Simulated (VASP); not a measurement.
A run of VASP 6.6.1:

File INCAR:

```
PREC = Accurate ; ENCUT = 520
EDIFF = 1E-6 ; ISMEAR = 0
SIGMA = 0.05 ; LREAL = False
LASPH = True ; NELM = 100
ALGO = Normal ; ISIF = 2
LWAVE = False ; LCHARG = True
GGA = PE ; LELF = True
LVHAR = True ; NBANDS = 15
```

KPOINTS

```
regular mesh
0
Gamma
  12 12 10
```

The input POSCAR:

```
HfB2
1.0
    3.1400000000      0.0000000000      0.0000000000
   -1.5700000000      2.7193197679      0.0000000000
    0.0000000000      0.0000000000      3.4800000000
Hf B
1 2
Direct
    0.0000000000      0.0000000000      0.0000000000
    0.3333333333      0.6666666667      0.5000000000
    0.6666666667      0.3333333333      0.5000000000
```

Potentials or basis: VASP PAW PBE potentials, release 64 (Hf_pv, B).

Launch:

```bash
$ cat potpaw_PBE.64/Hf_pv/POTCAR potpaw_PBE.64/B/POTCAR > POTCAR
$ mpirun -np 1 vasp_std > vasp.out
```

Hardware: 1 thread of Intel Xeon 8259CL, with other jobs on the host.

Question: How long does it take, and how much memory?

Answer: It took 46 s on 1 thread of Intel Xeon 8259CL, with other jobs on the host, peak memory 0.18 GiB. Counts: scf iterations 13, k points 114.
